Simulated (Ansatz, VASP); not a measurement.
Two plane-wave programs on Sn

Contents of INCAR:

```
SYSTEM = Sn
PREC = Accurate
ENCUT = 520
EDIFF = 1E-6
ISMEAR = -1
SIGMA = 0.1
LREAL = .False.
LASPH = .True.
NELM = 100
ALGO = Normal
ISIF = 2
LWAVE = .False.
LCHARG = .False.
GGA = PE
NBANDS = 21
```

KPOINTS

```
Automatic mesh
0
Gamma
  12 12 8
  0 0 0
```

File POSCAR:

```
Sn
1.0
   -2.9773321013      2.9790067394      1.6030901642
    2.9790067394     -2.9773321013      1.6030901642
    2.9770686044      2.9770686044     -1.6000204610
Sn
2
Direct
    0.0000231878      0.9999768122      0.0000000000
    0.7499768122      0.2500231878      0.5000000000
```

Input for Ansatz:

```yaml
crystal:
  lattice:
    - [-2.9773321013, 2.9790067394, 1.6030901642]
    - [2.9790067394, -2.9773321013, 1.6030901642]
    - [2.9770686044, 2.9770686044, -1.600020461]
  atoms:
    - { symbol: Sn, position: [2.31878e-05, 0.9999768122, 0.0] }
    - { symbol: Sn, position: [0.7499768122, 0.2500231878, 0.5] }
hamiltonian:
  xc: pbe
  pseudopotentials:
    kind: paw
    azcp:
      Sn: "pseudopotentials/Sn.paw.azcp"
basis:
  ecutwfc: 420
  fft_grid_basis: typed
kpoints:
  mp_grid: { grid: [12, 12, 8], shift: [0, 0, 0] }
magnetization:
  spin_polarized: false
scf:
  occupations: { method: fermi_dirac, width: 0.1 }
  lower_state_search: "off"
output:
  stress: true
```

Alike in both runs: task single point; functional PBE; k mesh 12 × 12 × 8; occupations fermi-dirac, width 0.1 eV; no spin polarisation.

```csv
,VASP,Ansatz
version,VASP 6.6.1,Ansatz 0.2.0
potentials or method,"VASP PAW PBE potentials, release 64 (Sn_d), cutoff 520 eV","plane waves (420 eV) with PAW, scalar-relativistic"
valence electrons in the cell,28,28
```

```csv
,VASP,Ansatz,Ansatz less VASP
pressure (GPa),-0.1,-0.1,+0.04
"traceless stress, the component that is largest in VASP (GPa)",0.27,0.27,-0.005
```
